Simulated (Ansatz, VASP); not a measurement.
## RbBr in VASP and in Ansatz

```xyz
2
Lattice="0.0000 3.4608 3.4608 3.4608 0.0000 3.4608 3.4608 3.4608 0.0000" Properties=species:S:1:pos:R:3 pbc="T T T"
Rb    0.0000    0.0000    0.0000
Br    3.4608    3.4608    3.4608
```

Alike in both runs: task single point; functional PBE; k mesh 4 × 4 × 4; occupations fermi-dirac, width 0.001 eV; no spin polarisation.

|  | VASP | Ansatz |
| --- | --- | --- |
| version | VASP 6.6.1 | Ansatz 0.2.0 |
| potentials or method | VASP PAW PBE potentials, release 64 (Rb_sv, Br) | plane waves |
| plane-wave cutoff (eV) | 520 | 420 |
| valence electrons in the cell | 16 | 16 |

Ansatz gave:

```
gap on the k mesh at the Fermi level (eV) : 4.29
pressure (GPa)                            : 0.5
```

Task: What did VASP give for the same quantities?

Result: gap on the k mesh at the Fermi level (eV): 4.29; pressure (GPa): 0.6.
